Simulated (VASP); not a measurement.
# MgO (Fm-3m) in VASP: a series of runs

Runs on MgO. Level: LDA. Tasks: single point.

Program: VASP 6.6.1. These are calculated values, not measurements. Logs are shortened: lines on timing, memory, paths and dates and some standing lists are left out, and cuts for length are marked.

### Step 1. The cell of the first run

Symmetry: Fm-3m, No. 225, cubic system. The conventional cell has a = 4.352 Å, b = 4.352 Å, c = 4.352 Å, α = 90.00°, β = 90.00°, γ = 90.00°. Mg (site symmetry m-3m) has 6 O at 2.18 Å within 2.9 Å. Within 2.9 Å of O (site symmetry m-3m) lie 6 Mg at 2.18 Å.

### Step 2. Single point, LDA

The input, INCAR:

```
SYSTEM = MgO
PREC = Accurate
ENCUT = 600
EDIFF = 1E-6
ISMEAR = 0
SIGMA = 0.1
LREAL = .False.
LASPH = .True.
NELM = 120
ALGO = Normal
ISIF = 2
LWAVE = .False.
LCHARG = .False.
GGA = CA
NBANDS = 11
GGA_COMPAT = .False.
```

The input, KPOINTS:

```
regular mesh
0
Gamma
  9 9 9
  0 0 0
```

The input, POSCAR:

```
MgO
1.0
    0.0000000000      2.1760000000      2.1760000000
    2.1760000000      0.0000000000      2.1760000000
    2.1760000000      2.1760000000      0.0000000000
Mg O
1 1
Direct
    0.0000000000      0.0000000000      0.0000000000
    0.5000000000      0.5000000000      0.5000000000
```

Potentials or basis: VASP PAW LDA potentials, release 64 (Mg, O).

Launch:

```sh
> cat potpaw_LDA.64/Mg/POTCAR potpaw_LDA.64/O/POTCAR > POTCAR
> mpirun -np 1 vasp_std > vasp.out
```

OUTCAR:

```text
SYSTEM = MgO
   PREC = Accurate
   ENCUT = 600
   EDIFF = 1E-6
   ISMEAR = 0
   LREAL = .False.
   LASPH = .True.
   NELM = 120
   ISIF = 2
   GGA = CA

 ion  position               nearest neighbor table
   1  0.000  0.000  0.000-   2 2.18   2 2.18   2 2.18   2 2.18   2 2.18   2 2.18
   2  0.500  0.500  0.500-   1 2.18   1 2.18   1 2.18   1 2.18   1 2.18   1 2.18

  LATTYP: Found a face centered cubic cell.
 ALAT       =     4.3520000000

  Lattice vectors:

 A1 = (   0.0000000000,   2.1760000000,   2.1760000000)
 A2 = (   2.1760000000,   0.0000000000,   2.1760000000)
 A3 = (   2.1760000000,   2.1760000000,   0.0000000000)

Analysis of symmetry for initial positions (statically):
=====================================================================
 Subroutine PRICEL returns:
 Original cell was already a primitive cell.

 Routine SETGRP: Setting up the symmetry group for a
 face centered cubic supercell.

 Subroutine GETGRP returns: Found 48 space group operations
 (whereof 48 operations were pure point group operations)
 out of a pool of 48 trial point group operations.

The static configuration has the point symmetry O_h .

Analysis of symmetry for dynamics (positions and initial velocities):
=====================================================================
 Subroutine PRICEL returns:
 Original cell was already a primitive cell.

 Routine SETGRP: Setting up the symmetry group for a
 face centered cubic supercell.

 Subroutine GETGRP returns: Found 48 space group operations
 (whereof 48 operations were pure point group operations)
 out of a pool of 48 trial point group operations.

The dynamic configuration has the point symmetry O_h .

 Subroutine INISYM returns: Found 48 space group operations
 (whereof 48 operations are pure point group operations),
 and found     1 'primitive' translations

----------------------------------------------------------------------------------------

                                     Primitive cell

  volume of cell :      20.6066

  direct lattice vectors                    reciprocal lattice vectors
     0.000000000  2.176000000  2.176000000    -0.229779412  0.229779412  0.229779412
     2.176000000  0.000000000  2.176000000     0.229779412 -0.229779412  0.229779412
     2.176000000  2.176000000  0.000000000     0.229779412  0.229779412 -0.229779412

  length of vectors
     3.077328712  3.077328712  3.077328712     0.397989616  0.397989616  0.397989616

  position of ions in fractional coordinates (direct lattice)
     0.000000000  0.000000000  0.000000000
     0.500000000  0.500000000  0.500000000

  ion indices of the primitive-cell ions
   primitive index   ion index
                 1           1
                 2           2

----------------------------------------------------------------------------------------

 KPOINTS: regular mesh

Automatic generation of k-mesh.
 Grid dimensions read from file:
 generate k-points for:    9    9    9

 Generating k-lattice:

  Cartesian coordinates                     Fractional coordinates (reciprocal lattice)
    -0.025531046  0.025531046  0.025531046     0.111111111  0.000000000  0.000000000
     0.025531046 -0.025531046  0.025531046     0.000000000  0.111111111  0.000000000
     0.025531046  0.025531046 -0.025531046     0.000000000  0.000000000  0.111111111

  Length of vectors
     0.044221068  0.044221068  0.044221068

  Shift w.r.t. Gamma in fractional coordinates (k-lattice)
     0.000000000  0.000000000  0.000000000

 Subroutine IBZKPT returns following result:
 ===========================================

 Found     35 irreducible k-points:

 Following reciprocal coordinates:
            Coordinates               Weight
  0.000000  0.000000  0.000000      1.000000
  0.111111  0.000000  0.000000      8.000000
  0.222222  0.000000  0.000000      8.000000
  0.333333  0.000000  0.000000      8.000000
  0.444444  0.000000  0.000000      8.000000
  0.111111  0.111111  0.000000      6.000000
[... 16 lines left out ...]
 -0.333333  0.333333  0.000000     12.000000
  0.444444  0.444444  0.000000      6.000000
 [... further k-points ...]
   k-points           NKPTS =     35   k-points in BZ     NKDIM =     35   number of bands    NBANDS=     11
   number of dos      NEDOS =    301   number of ions     NIONS =      2
   total plane-waves  NPLWV =  21952
   dimension x,y,z NGX =    28 NGY =   28 NGZ =   28
   dimension x,y,z NGXF=    56 NGYF=   56 NGZF=   56
   ions per type =               1   1
   NGX,Y,Z   is equivalent  to a cutoff of  15.13, 15.13, 15.13 a.u.
   NGXF,Y,Z  is equivalent  to a cutoff of  30.25, 30.25, 30.25 a.u.
 SYSTEM =  MgO
   PREC   = accura    normal or accurate (medium, high low for compatibility)
   ISTART =      0    job   : 0-new  1-cont  2-samecut
   ICHARG =      2    charge: 1-file 2-atom 10-const
   ISPIN  =      1    spin polarized calculation?
   LNONCOLLINEAR =      F non collinear calculations
   LSORBIT =      F    spin-orbit coupling
   LASPH  =      T    aspherical Exc in radial PAW
   ENCUT  =  600.0 eV  44.10 Ry    6.64 a.u.   6.15  6.15  6.15*2*pi/ulx,y,z
   NELM   =    120;   NELMIN=  2; NELMDL= -5     # of ELM steps
   EDIFF  = 0.1E-05   stopping-criterion for ELM
   LREAL  =      F    real-space projection
   EDIFFG = 0.1E-04   stopping-criterion for IOM
   NSW    =      0    number of steps for IOM
   IBRION =     -1    ionic relax: 0-MD 1-quasi-New 2-CG
   NFREE  =      0    steps in history (QN), initial steepest desc. (CG)
   ISIF   =      2    stress and relaxation
   ISYM   =      2    0-nonsym 1-usesym 2-fastsym
   POTIM  = 0.5000    time-step for ionic-motion
   TEBEG  =    0.0;   TEEND  =   0.0 temperature during run
   PSTRESS=    0.0 pullay stress
   NELECT =       8.0000    total number of electrons
   NUPDOWN=      -1.0000    fix difference up-down
   EMIN   =  10.00;   EMAX   =-10.00  energy-range for DOS
   EFERMI =   0.00;   METHOD = LEGACY
   ISMEAR =     0;   SIGMA  =   0.10  broadening in eV -4-tet -1-fermi 0-gaus
   EFERMI_NEDOS =   21; number of points for ismear=-14 and -15
   IALGO  =     38    algorithm
   IMIX   =      4    mixing-type and parameters
     AMIX     =   0.40;   BMIX     =  1.00
     AMIX_MAG =   1.60;   BMIX_MAG =  1.00
  volume/ion in A,a.u.               =      10.30        69.53
  Fermi-wavevector in a.u.,A,eV,Ry     =   1.194270  2.256843 19.405736  1.426281
  Thomas-Fermi vector in A             =   2.330264
   LORBIT       =      0    0 simple, 1 ext, 2 COOP (PROOUT), +10 PAW based schemes
   GGA     = CA    functional components
   LHFCALC =     F    Hartree Fock is set to
   AEXX    =    0.0000 exact exchange contribution
   IVDW    =     0    specifies the selected vdW correction
   LEPSILON=     F    determine dielectric tensor
   LRPA    =     F    only Hartree local field effects (RPA)
 non-spin polarized calculation
 Gauss-broadening in eV      SIGMA  =   0.10
  energy-cutoff  :      600.00
  volume of cell :       20.61
 maximum number of plane-waves:       701
 NGX is ok and might be reduce to    28
   NGX = 13   NGY = 13   NGZ = 13

 number of electron       8.0000001 magnetization

 Free energy of the ion-electron system (eV)
  ---------------------------------------------------
  ext. energy  EPLUGINS =         0.00000000
  ---------------------------------------------------
  free energy    TOTEN  =       -13.26068153 eV

  energy without entropy =      -13.26068153  energy(sigma->0) =      -13.26068153

 E-fermi :   2.6182     XC(G=0): -11.1267

 val. band max:        2.1729622847   @ k =   0.0000   0.0000   0.0000
 cond. band min:       5.9341325366   @ k =   0.0000   0.0000   0.0000
 fundamental gap:      3.7611702519
 Fermi energy:         2.6181868157

 k-point     1 :       0.0000    0.0000    0.0000
  band No.  band energies     occupation
      1     -14.3445      2.00000
      2       2.1730      2.00000
      3       2.1730      2.00000
      4       2.1730      2.00000
      5       5.9341      0.00000
      6      17.1651      0.00000
      7      17.1651      0.00000
      8      17.1651      0.00000
      9      20.9424      0.00000
     10      22.4679      0.00000
     11      22.4679      0.00000

 k-point     2 :       0.1111    0.0000    0.0000
  band No.  band energies     occupation
      1     -14.2307      2.00000
      2       1.4026      2.00000
      3       2.1024      2.00000
      4       2.1024      2.00000
      5       6.6954      0.00000
      6      15.7745      0.00000
      7      17.4075      0.00000
      8      17.4075      0.00000
      9      21.4342      0.00000
     10      21.4342      0.00000
     11      22.5010      0.00000

 k-point     3 :       0.2222    0.0000    0.0000
  band No.  band energies     occupation
      1     -13.9260      2.00000
      2       0.0012      2.00000
      3       1.9296      2.00000
      4       1.9296      2.00000
      5       8.0096      0.00000
      6      14.1854      0.00000
      7      17.7418      0.00000
      8      17.7418      0.00000
      9      20.8545      0.00000
     10      20.8545      0.00000
     11      22.4476      0.00000

 k-point     4 :       0.3333    0.0000    0.0000
  band No.  band energies     occupation
      1     -13.5450      2.00000
      2      -1.2608      2.00000
      3       1.7433      2.00000
      4       1.7433      2.00000
      5       8.9566      0.00000
      6      13.4835      0.00000
      7      17.5314      0.00000
      8      17.5314      0.00000
      9      21.7070      0.00000
     10      21.7070      0.00000
     11      21.7760      0.00000
[... 239 lines left out ...]
 k-point    22 :      -0.4444    0.3333    0.0000
  band No.  band energies     occupation
      1     -13.0125      2.00000
      2      -1.2126      2.00000
      3       0.0142      2.00000
      4       1.1231      2.00000
      5      11.3912      0.00000
      6      12.4272      0.00000
      7      13.7766      0.00000
      8      18.7027      0.00000
      9      18.9732      0.00000
     10      26.1940      0.00000
     11      27.1312      0.00000

 k-point    23 :      -0.3333    0.3333    0.0000
  band No.  band energies     occupation
      1     -13.0270      2.00000
      2      -0.8096      2.00000
      3      -0.6350      2.00000
      4       1.2800      2.00000
      5      11.6747      0.00000
      6      13.2380      0.00000
      7      13.4123      0.00000
      8      18.3663      0.00000
      9      19.5580      0.00000
     10      24.0744      0.00000
     11      27.6153      0.00000

 k-point    24 :       0.4444    0.4444    0.0000
  band No.  band energies     occupation
      1     -13.0388      2.00000
      2      -1.5243      2.00000
      3       0.9662      2.00000
      4       0.9662      2.00000
      5      10.8526      0.00000
      6      11.0513      0.00000
      7      14.0817      0.00000
      8      19.3190      0.00000
      9      19.3190      0.00000
     10      25.6429      0.00000
     11      27.1247      0.00000

 [... further k-points ...]
[... 5 lines left out ...]
  --------------------------------------------------------------------------------------
  -------------------------------------------------------------------------------------
  Total       -2.5133980     -2.5133980     -2.5133980     -0.0000000     -0.0000000      0.0000000
  in kB     -195.4182733   -195.4182733   -195.4182733     -0.0000000     -0.0000000      0.0000000
  external PRESSURE =    -195.4182733 kB  Pullay stress =       0.0000000 kB

 VOLUME and BASIS-vectors are now :
 -----------------------------------------------------------------------------
  energy-cutoff  :      600.00
  volume of cell :       20.61
      direct lattice vectors                 reciprocal lattice vectors
     0.000000000  2.176000000  2.176000000    -0.229779412  0.229779412  0.229779412
     2.176000000  0.000000000  2.176000000     0.229779412 -0.229779412  0.229779412
     2.176000000  2.176000000  0.000000000     0.229779412  0.229779412 -0.229779412

 POSITION                                       TOTAL-FORCE (eV/Angst)
 -----------------------------------------------------------------------------------
      0.00000      0.00000      0.00000         0.000000     -0.000000     -0.000000
      2.17600      2.17600      2.17600        -0.000000      0.000000      0.000000
 -----------------------------------------------------------------------------------
    total drift:                                0.000000      0.000000      0.000000

  FREE ENERGIE OF THE ION-ELECTRON SYSTEM (eV)
  ---------------------------------------------------
  free  energy   TOTEN  =       -13.2606815266 eV

  energy  without entropy=      -13.2606815265  energy(sigma->0) =      -13.26068153
```

Run time: 9.8 s. Hardware: 1 thread of Intel Xeon Platinum 8559C (Emerald Rapids), shared host; peak memory 0.14 GiB.

What came out:

```
Free energy            : -13.2607 eV
Pressure               : -19.5 GPa
Band gap on the k mesh : 3.76 eV, direct
```

Levels at points of the mesh, in eV from the valence-band top:
| k point | band 1 | band 2 | band 3 | band 4 | band 5 | band 6 | band 7 | band 8 | band 9 |
| --- | --- | --- | --- | --- | --- | --- | --- | --- | --- |
| (0.00, 0.00, 0.00) | -16.52 | 0.00 | 0.00 | 0.00 | 3.76 | 14.99 | 14.99 | 14.99 | 18.77 |

### Step 3. Single point, LDA

The input, INCAR:

```
PREC     = Accurate       # precision mode
ENCUT    = 600            # plane-wave cutoff, eV
EDIFF    = 1E-6           # SCF threshold, eV
ISMEAR   = 0              # smearing method
SIGMA    = 0.1            # smearing width, eV
LREAL    = F              # projectors in reciprocal space
LASPH    = T              # aspherical terms in the spheres
NELM     = 120            # most SCF steps
ALGO     = Normal         # electronic algorithm
ISIF     = 2              # what is computed and relaxed
LWAVE    = F              # write WAVECAR
LCHARG   = T              # write CHGCAR
LELF     = T              # ELF
LVHAR    = T            
NBANDS   = 11             # bands
GGA_COMPAT= F
```

The input, KPOINTS:

```
Automatic mesh
0
Gamma
  9 9 9
```

POSCAR is that of step 2.

Potentials or basis: VASP PAW LDA potentials, release 64 (Mg, O).

Launch:

```sh
> cat potpaw_LDA.64/Mg/POTCAR potpaw_LDA.64/O/POTCAR > POTCAR
> mpirun -np 1 vasp_std > vasp.out
```

OUTCAR:

```text
PREC = Accurate
   ENCUT = 600
   EDIFF = 1E-6
   ISMEAR = 0
   LREAL = F
   LASPH = T
   NELM = 120
   ISIF = 2

 ion  position               nearest neighbor table
   1  0.000  0.000  0.000-   2 2.18   2 2.18   2 2.18   2 2.18   2 2.18   2 2.18
   2  0.500  0.500  0.500-   1 2.18   1 2.18   1 2.18   1 2.18   1 2.18   1 2.18

  LATTYP: Found a face centered cubic cell.
 ALAT       =     4.3520000000

  Lattice vectors:

 A1 = (   0.0000000000,   2.1760000000,   2.1760000000)
 A2 = (   2.1760000000,   0.0000000000,   2.1760000000)
 A3 = (   2.1760000000,   2.1760000000,   0.0000000000)

Analysis of symmetry for initial positions (statically):
=====================================================================
 Subroutine PRICEL returns:
 Original cell was already a primitive cell.

 Routine SETGRP: Setting up the symmetry group for a
 face centered cubic supercell.

 Subroutine GETGRP returns: Found 48 space group operations
 (whereof 48 operations were pure point group operations)
 out of a pool of 48 trial point group operations.

The static configuration has the point symmetry O_h .
[... 163 lines left out ...]

 val. band max:        2.1729622847   @ k =   0.0000   0.0000   0.0000
 cond. band min:       5.9341325366   @ k =   0.0000   0.0000   0.0000
 fundamental gap:      3.7611702519
 Fermi energy:         2.6181868157

 k-point     1 :       0.0000    0.0000    0.0000
  band No.  band energies     occupation
      1     -14.3445      2.00000
      2       2.1730      2.00000
      3       2.1730      2.00000
      4       2.1730      2.00000
      5       5.9341      0.00000
      6      17.1651      0.00000
      7      17.1651      0.00000
      8      17.1651      0.00000
      9      20.9424      0.00000
     10      22.4679      0.00000
     11      22.4679      0.00000
[... 309 lines left out ...]
 k-point    24 :       0.4444    0.4444    0.0000
  band No.  band energies     occupation
      1     -13.0388      2.00000
      2      -1.5243      2.00000
      3       0.9662      2.00000
      4       0.9662      2.00000
      5      10.8526      0.00000
      6      11.0513      0.00000
      7      14.0817      0.00000
      8      19.3190      0.00000
      9      19.3190      0.00000
     10      25.6429      0.00000
     11      27.1247      0.00000

 [... further k-points ...]
[... 5 lines left out ...]
  --------------------------------------------------------------------------------------
  -------------------------------------------------------------------------------------
  Total       -2.5133980     -2.5133980     -2.5133980     -0.0000000     -0.0000000      0.0000000
  in kB     -195.4182733   -195.4182733   -195.4182733     -0.0000000     -0.0000000      0.0000000
  external PRESSURE =    -195.4182733 kB  Pullay stress =       0.0000000 kB

 VOLUME and BASIS-vectors are now :
 -----------------------------------------------------------------------------
  energy-cutoff  :      600.00
  volume of cell :       20.61
      direct lattice vectors                 reciprocal lattice vectors
     0.000000000  2.176000000  2.176000000    -0.229779412  0.229779412  0.229779412
     2.176000000  0.000000000  2.176000000     0.229779412 -0.229779412  0.229779412
     2.176000000  2.176000000  0.000000000     0.229779412  0.229779412 -0.229779412

 POSITION                                       TOTAL-FORCE (eV/Angst)
 -----------------------------------------------------------------------------------
      0.00000      0.00000      0.00000         0.000000     -0.000000     -0.000000
      2.17600      2.17600      2.17600        -0.000000      0.000000      0.000000
 -----------------------------------------------------------------------------------
    total drift:                                0.000000      0.000000      0.000000

  FREE ENERGIE OF THE ION-ELECTRON SYSTEM (eV)
  ---------------------------------------------------
  free  energy   TOTEN  =       -13.2606815266 eV

  energy  without entropy=      -13.2606815265  energy(sigma->0) =      -13.26068153
```

OSZICAR:

```text
N       E                     dE             d eps       ncg     rms          rms(c)
DAV:   1     0.148485661734E+02    0.14849E+02   -0.48115E+03   874   0.715E+02
DAV:   2    -0.140513950851E+02   -0.28900E+02   -0.27142E+02   886   0.141E+02
DAV:   3    -0.148206791105E+02   -0.76928E+00   -0.76867E+00   947   0.198E+01
DAV:   4    -0.148225882606E+02   -0.19092E-02   -0.19091E-02   818   0.111E+00
DAV:   5    -0.148225945258E+02   -0.62652E-05   -0.62652E-05   908   0.595E-02    0.696E+00
DAV:   6    -0.133375516984E+02    0.14850E+01   -0.95859E+00   803   0.161E+01    0.247E+00
DAV:   7    -0.132879266731E+02    0.49625E-01   -0.11770E-01   848   0.269E+00    0.131E+00
DAV:   8    -0.132614127030E+02    0.26514E-01   -0.44860E-02   800   0.205E+00    0.271E-01
DAV:   9    -0.132609136798E+02    0.49902E-03   -0.48329E-04   866   0.168E-01    0.164E-01
DAV:  10    -0.132606825247E+02    0.23116E-03   -0.50119E-04   836   0.197E-01    0.741E-03
DAV:  11    -0.132606815266E+02    0.99819E-06   -0.54529E-06   848   0.120E-02
   1 F= -.13260682E+02 E0= -.13260682E+02  d E =-.574952E-12
```

Wall time 7.4 s (1 thread of Intel Xeon Platinum 8559C (Emerald Rapids), shared host); peak memory 0.14 GiB.

Results:

| Property | Result |
| --- | --- |
| Free energy | -13.2607 eV |
| Pressure | -19.5 GPa |
| Band gap on the k mesh | 3.76 eV, direct |

Expect the measured gap to be larger: semilocal functionals such as LDA lack the derivative discontinuity.
